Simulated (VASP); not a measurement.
# Li2TaO3 (P6/mmm) in VASP: single point with PBE

Aim: the single point of Li2TaO3 with PBE.

Everything below comes from runs of VASP 6.6.1. Logs are shortened: lines on timing, memory, paths and dates and some standing lists are left out, and cuts for length are marked.

### Step 1. The cell of the first run

Symmetry: P6/mmm, No. 191, hexagonal system. Conventional cell: a = 4.805 Å, b = 4.805 Å, c = 2.637 Å, α = 90.00°, β = 90.00°, γ = 120.00°. Li (site symmetry -6m2) has 6 O at 1.91 Å within 2.5 Å. Ta (site symmetry 6/mmm) has 2 Ta at 2.64 Å and 12 O at 2.74 Å and 6 Li at 2.77 Å within 3.5 Å. Within 2.5 Å of O (site symmetry mmm) lie 4 Li at 1.91 Å and 4 O at 2.40 Å.

The cell was generated, and may not be a known phase.

### Step 2. Single point, PBE, collinear spin, ferromagnetic start

The input, INCAR:

```
PREC = Accurate
ENCUT = 750
EDIFF = 1E-6
ISMEAR = 0
SIGMA = 0.1
LREAL = False
LASPH = True
NELM = 200
ALGO = Normal
ISIF = 2
LWAVE = False
LCHARG = False
ISPIN = 2
MAGMOM = 0 0 0 -0.26 -0.26 -0.26
LORBIT = 11
LMAXMIX = 4
GGA = PE
NBANDS = 30
GGA_COMPAT = False
```

The input, KPOINTS:

```
Automatic mesh
0
Gamma
  12 12 14
```

The input, POSCAR:

```
Li2TaO3
1.0
    4.8051937824      0.0000000000      0.0000000000
   -2.4025968912      4.1614198857      0.0000000000
    0.0000000000      0.0000000000      2.6372946265
Li Ta O
2 1 3
Direct
    0.6666666667      0.3333333333      0.0000000000
    0.3333333333      0.6666666667      0.0000000000
    0.0000000000      0.0000000000      0.0000000000
    0.5000000000      0.0000000000      0.5000000000
    0.5000000000      0.5000000000      0.5000000000
    0.0000000000      0.5000000000      0.5000000000
```

Potentials or basis: VASP PAW PBE potentials, release 64 (Li_sv, Ta_pv, O).

Run with:

```bash
$ cat potpaw_PBE.64/Li_sv/POTCAR potpaw_PBE.64/Ta_pv/POTCAR potpaw_PBE.64/O/POTCAR > POTCAR
$ mpirun -np 1 vasp_std > vasp.out
```

OUTCAR:

```text
PREC = Accurate
   ENCUT = 750
   EDIFF = 1E-6
   ISMEAR = 0
   LREAL = False
   LASPH = True
   NELM = 200
   ISIF = 2
   ISPIN = 2
   LORBIT = 11
   GGA = PE

 ion  position               nearest neighbor table
   1  0.667  0.333  0.000-   6 1.91   6 1.91   4 1.91   4 1.91   5 1.91   5 1.91   3 2.77   3 2.77
                             3 2.77
   2  0.333  0.667  0.000-   6 1.91   6 1.91   4 1.91   4 1.91   5 1.91   5 1.91   3 2.77   3 2.77
                             3 2.77
   3  0.000  0.000  0.000-   4 2.74   4 2.74   4 2.74   4 2.74   5 2.74   6 2.74   6 2.74   6 2.74
                             6 2.74   5 2.74   5 2.74   5 2.74   1 2.77   2 2.77   1 2.77   2 2.77
   4  0.500  0.000  0.500-   1 1.91   2 1.91   1 1.91   2 1.91   3 2.74   3 2.74   3 2.74   3 2.74

   5  0.500  0.500  0.500-   1 1.91   2 1.91   1 1.91   2 1.91   3 2.74   3 2.74   3 2.74   3 2.74

   6  0.000  0.500  0.500-   1 1.91   2 1.91   1 1.91   2 1.91   3 2.74   3 2.74   3 2.74   3 2.74

  LATTYP: Found a hexagonal cell.
 ALAT       =     4.8051937824
 C/A-ratio  =     0.5488425121

  Lattice vectors:

 A1 = (   4.8051937824,   0.0000000000,   0.0000000000)
 A2 = (  -2.4025968912,   4.1614198857,   0.0000000000)
 A3 = (   0.0000000000,   0.0000000000,   2.6372946265)

Analysis of symmetry for initial positions (statically):
=====================================================================
 Subroutine PRICEL returns:
 Original cell was already a primitive cell.

 Routine SETGRP: Setting up the symmetry group for a
 hexagonal supercell.

 Subroutine GETGRP returns: Found 24 space group operations
 (whereof 24 operations were pure point group operations)
 out of a pool of 24 trial point group operations.

The static configuration has the point symmetry D_6h.

Analysis of symmetry for dynamics (positions and initial velocities):
=====================================================================
 Subroutine PRICEL returns:
 Original cell was already a primitive cell.

 Routine SETGRP: Setting up the symmetry group for a
 hexagonal supercell.

 Subroutine GETGRP returns: Found 24 space group operations
 (whereof 24 operations were pure point group operations)
 out of a pool of 24 trial point group operations.

The dynamic configuration has the point symmetry D_6h.

Analysis of structural, dynamic, and magnetic symmetry:
=====================================================================
 Subroutine PRICEL returns:
 Original cell was already a primitive cell.

 Routine SETGRP: Setting up the symmetry group for a
 hexagonal supercell.

 Subroutine GETGRP returns: Found 24 space group operations
 (whereof 24 operations were pure point group operations)
 out of a pool of 24 trial point group operations.

The overall configuration has the point symmetry D_6h.

 Subroutine INISYM returns: Found 24 space group operations
 (whereof 24 operations are pure point group operations),
 and found     1 'primitive' translations

----------------------------------------------------------------------------------------

                                     Primitive cell

  volume of cell :      52.7365

  direct lattice vectors                    reciprocal lattice vectors
     4.805193782  0.000000000  0.000000000     0.208108152  0.120151298  0.000000000
    -2.402596891  4.161419886  0.000000000     0.000000000  0.240302596  0.000000000
     0.000000000  0.000000000  2.637294627     0.000000000  0.000000000  0.379176445

  length of vectors
     4.805193782  4.805193782  2.637294627     0.240302596  0.240302596  0.379176445

  position of ions in fractional coordinates (direct lattice)
     0.666666667  0.333333333  0.000000000
     0.333333333  0.666666667  0.000000000
     0.000000000  0.000000000  0.000000000
     0.500000000  0.000000000  0.500000000
     0.500000000  0.500000000  0.500000000
     1.000000000  0.500000000  0.500000000

  ion indices of the primitive-cell ions
   primitive index   ion index
                 1           1
                 2           2
                 3           3
                 4           4
                 5           5
                 6           6

----------------------------------------------------------------------------------------

 KPOINTS: Automatic mesh

Automatic generation of k-mesh.
 Grid dimensions read from file:
 generate k-points for:   12   12   14

 Generating k-lattice:

  Cartesian coordinates                     Fractional coordinates (reciprocal lattice)
     0.017342346  0.010012608  0.000000000     0.083333333  0.000000000  0.000000000
     0.000000000  0.020025216  0.000000000     0.000000000  0.083333333  0.000000000
     0.000000000  0.000000000  0.027084032     0.000000000  0.000000000  0.071428571

  Length of vectors
     0.020025216  0.020025216  0.027084032

  Shift w.r.t. Gamma in fractional coordinates (k-lattice)
     0.000000000  0.000000000  0.000000000

 Subroutine IBZKPT returns following result:
 ===========================================

 Found    152 irreducible k-points:

 Following reciprocal coordinates:
            Coordinates               Weight
  0.000000  0.000000  0.000000      1.000000
  0.083333  0.000000  0.000000      6.000000
  0.166667 -0.000000  0.000000      6.000000
  0.250000  0.000000  0.000000      6.000000
  0.333333 -0.000000  0.000000      6.000000
  0.416667 -0.000000  0.000000      6.000000
[... 16 lines left out ...]
  0.250000  0.000000  0.071429     12.000000
  0.333333 -0.000000  0.071429     12.000000
 [... further k-points ...]
   k-points           NKPTS =    152   k-points in BZ     NKDIM =    152   number of bands    NBANDS=     30
   number of dos      NEDOS =    301   number of ions     NIONS =      6
   total plane-waves  NPLWV =  55296
   dimension x,y,z NGX =    48 NGY =   48 NGZ =   24
   dimension x,y,z NGXF=    96 NGYF=   96 NGZF=   48
   ions per type =               2   1   3
   NGX,Y,Z   is equivalent  to a cutoff of  16.61, 16.61, 15.13 a.u.
   NGXF,Y,Z  is equivalent  to a cutoff of  33.21, 33.21, 30.26 a.u.
 SYSTEM =  unknown system
   PREC   = accura    normal or accurate (medium, high low for compatibility)
   ISTART =      0    job   : 0-new  1-cont  2-samecut
   ICHARG =      2    charge: 1-file 2-atom 10-const
   ISPIN  =      2    spin polarized calculation?
   LNONCOLLINEAR =      F non collinear calculations
   LSORBIT =      F    spin-orbit coupling
   LASPH  =      T    aspherical Exc in radial PAW
   ENCUT  =  750.0 eV  55.12 Ry    7.42 a.u.  10.73 10.73  5.89*2*pi/ulx,y,z
   NELM   =    200;   NELMIN=  2; NELMDL= -5     # of ELM steps
   EDIFF  = 0.1E-05   stopping-criterion for ELM
   LREAL  =      F    real-space projection
   EDIFFG = 0.1E-04   stopping-criterion for IOM
   NSW    =      0    number of steps for IOM
   IBRION =     -1    ionic relax: 0-MD 1-quasi-New 2-CG
   NFREE  =      0    steps in history (QN), initial steepest desc. (CG)
   ISIF   =      2    stress and relaxation
   ISYM   =      2    0-nonsym 1-usesym 2-fastsym
   POTIM  = 0.5000    time-step for ionic-motion
   TEBEG  =    0.0;   TEEND  =   0.0 temperature during run
   PSTRESS=    0.0 pullay stress
   NELECT =      35.0000    total number of electrons
   NUPDOWN=      -1.0000    fix difference up-down
   EMIN   =  10.00;   EMAX   =-10.00  energy-range for DOS
   EFERMI =   0.00;   METHOD = LEGACY
   ISMEAR =     0;   SIGMA  =   0.10  broadening in eV -4-tet -1-fermi 0-gaus
   EFERMI_NEDOS =   21; number of points for ismear=-14 and -15
   IALGO  =     38    algorithm
   IMIX   =      4    mixing-type and parameters
     AMIX     =   0.40;   BMIX     =  1.00
     AMIX_MAG =   1.60;   BMIX_MAG =  1.00
  volume/ion in A,a.u.               =       8.79        59.31
  Fermi-wavevector in a.u.,A,eV,Ry     =   1.427997  2.698522 27.744647  2.039174
  Thomas-Fermi vector in A             =   2.548106
   LORBIT       =     11    0 simple, 1 ext, 2 COOP (PROOUT), +10 PAW based schemes
   GGA     = PE    functional components
   LHFCALC =     F    Hartree Fock is set to
   AEXX    =    0.0000 exact exchange contribution
   IVDW    =     0    specifies the selected vdW correction
   LEPSILON=     F    determine dielectric tensor
   LRPA    =     F    only Hartree local field effects (RPA)
 spin polarized calculation
 Gauss-broadening in eV      SIGMA  =   0.10
  energy-cutoff  :      750.00
  volume of cell :       52.74
 maximum number of plane-waves:      2496
 NGX is ok and might be reduce to    48
   NGX = 21   NGY = 21   NGZ = 11

 number of electron      35.0000002 magnetization      -0.0006431

 number of electron      35.0000002 magnetization       0.0001718

 Free energy of the ion-electron system (eV)
  ---------------------------------------------------
  ext. energy  EPLUGINS =         0.00000000
  ---------------------------------------------------
  free energy    TOTEN  =       -34.24730178 eV

  energy without entropy =      -34.22441133  energy(sigma->0) =      -34.23585655

 E-fermi :   4.8870     XC(G=0): -11.8383

 val. band max:        4.8790921463   @ k =   0.0833   0.0833   0.3571
 cond. band min:       4.8877558559   @ k =   0.0833   0.0000   0.0714
 fundamental gap:      0.0086637096
 Fermi energy:         4.8869733048

 spin component 1

 k-point     1 :       0.0000    0.0000    0.0000
  band No.  band energies     occupation
      1     -38.2674      1.00000
      2     -38.2156      1.00000
      3     -31.5971      1.00000
      4     -31.5971      1.00000
      5     -30.3188      1.00000
      6     -13.8297      1.00000
[... 21 lines left out ...]
     28      18.0227      0.00000
     29      19.8628      0.00000

 k-point     2 :       0.0833    0.0000    0.0000
  band No.  band energies     occupation
      1     -38.2667      1.00000
      2     -38.2164      1.00000
      3     -31.5973      1.00000
      4     -31.5972      1.00000
      5     -30.3188      1.00000
      6     -13.8039      1.00000
[... 696 lines left out ...]
 k-point    24 :       0.3333   -0.0000    0.0714
  band No.  band energies     occupation
      1     -38.2548      1.00000
      2     -38.2244      1.00000
      3     -31.5903      1.00000
      4     -31.5900      1.00000
      5     -30.3994      1.00000
      6     -13.4311      1.00000
[... 21 lines left out ...]
     28      19.1659      0.00000
     29      19.4894      0.00000

 [... further k-points ...]

 spin component 2

 k-point     1 :       0.0000    0.0000    0.0000
  band No.  band energies     occupation
      1     -38.2673      1.00000
      2     -38.2156      1.00000
      3     -31.5971      1.00000
      4     -31.5971      1.00000
      5     -30.3188      1.00000
      6     -13.8296      1.00000
[... 21 lines left out ...]
     28      18.0227      0.00000
     29      19.8627      0.00000

 k-point     2 :       0.0833    0.0000    0.0000
  band No.  band energies     occupation
      1     -38.2667      1.00000
      2     -38.2164      1.00000
      3     -31.5973      1.00000
      4     -31.5972      1.00000
      5     -30.3188      1.00000
      6     -13.8038      1.00000
[... 696 lines left out ...]
 k-point    24 :       0.3333   -0.0000    0.0714
  band No.  band energies     occupation
      1     -38.2548      1.00000
      2     -38.2244      1.00000
      3     -31.5903      1.00000
      4     -31.5900      1.00000
      5     -30.3993      1.00000
      6     -13.4310      1.00000
[... 21 lines left out ...]
     28      19.1659      0.00000
     29      19.4894      0.00000

 [... further k-points ...]

 [bands above 29 left out]

------------------------ aborting loop because EDIFF is reached ----------------------------------------

  FORCE on cell =-STRESS in cart. coord.  units (eV):
  Direction    XX          YY          ZZ          XY          YZ          ZX
  --------------------------------------------------------------------------------------
  -------------------------------------------------------------------------------------
  Total       -0.0918854     -0.0918854     -0.2283933      0.0000000     -0.0000000      0.0000000
  in kB       -2.7915552     -2.7915552     -6.9387763      0.0000000     -0.0000000      0.0000000
  external PRESSURE =      -4.1739622 kB  Pullay stress =       0.0000000 kB

 VOLUME and BASIS-vectors are now :
 -----------------------------------------------------------------------------
  energy-cutoff  :      750.00
  volume of cell :       52.74
      direct lattice vectors                 reciprocal lattice vectors
     4.805193782  0.000000000  0.000000000     0.208108152  0.120151298  0.000000000
    -2.402596891  4.161419886  0.000000000     0.000000000  0.240302596  0.000000000
     0.000000000  0.000000000  2.637294627     0.000000000  0.000000000  0.379176445

 POSITION                                       TOTAL-FORCE (eV/Angst)
 -----------------------------------------------------------------------------------
      2.40260      1.38714      0.00000        -0.000000      0.000000     -0.000000
     -0.00000      2.77428      0.00000        -0.000000     -0.000000      0.000000
      0.00000      0.00000      0.00000         0.000000      0.000000      0.000000
      2.40260      0.00000      1.31865         0.000000      0.000000      0.000000
      1.20130      2.08071      1.31865         0.000000      0.000000      0.000000
     -1.20130      2.08071      1.31865         0.000000      0.000000      0.000000
 -----------------------------------------------------------------------------------
    total drift:                               -0.000000      0.000000     -0.000000

  FREE ENERGIE OF THE ION-ELECTRON SYSTEM (eV)
  ---------------------------------------------------
  free  energy   TOTEN  =       -34.2473017766 eV

  energy  without entropy=      -34.2244113271  energy(sigma->0) =      -34.23585655

 total charge

# of ion       s       p       d       tot
------------------------------------------
    1        2.048   0.106   0.000   2.153
    2        2.048   0.106   0.000   2.153
    3        0.270   6.058   2.152   8.481
    4        1.590   3.330   0.000   4.921
    5        1.590   3.330   0.000   4.921
    6        1.590   3.330   0.000   4.921
--------------------------------------------------
tot          9.136  16.260   2.152  27.549

 magnetization (x)

# of ion       s       p       d       tot
------------------------------------------
    1       -0.000   0.000   0.000   0.000
    2       -0.000   0.000   0.000   0.000
    3       -0.000  -0.000  -0.000  -0.000
    4        0.000   0.000   0.000   0.000
    5        0.000   0.000   0.000   0.000
    6        0.000   0.000   0.000   0.000
--------------------------------------------------
tot          0.000   0.000  -0.000   0.000
```

It took 22 min on 1 thread of Oxide Virtual Turin-like, shared host; peak memory 0.67 GiB.

Results:

```
Free energy                                           : -34.2473 eV
Pressure                                              : -0.4 GPa
Net moment                                            : 0.00 μB per cell
Valence electrons inside the program's atomic spheres : Li 2.15; Ta 8.48; O 4.92
```

Caveat: spin-orbit coupling is left out, which moves the levels of the heavy elements.
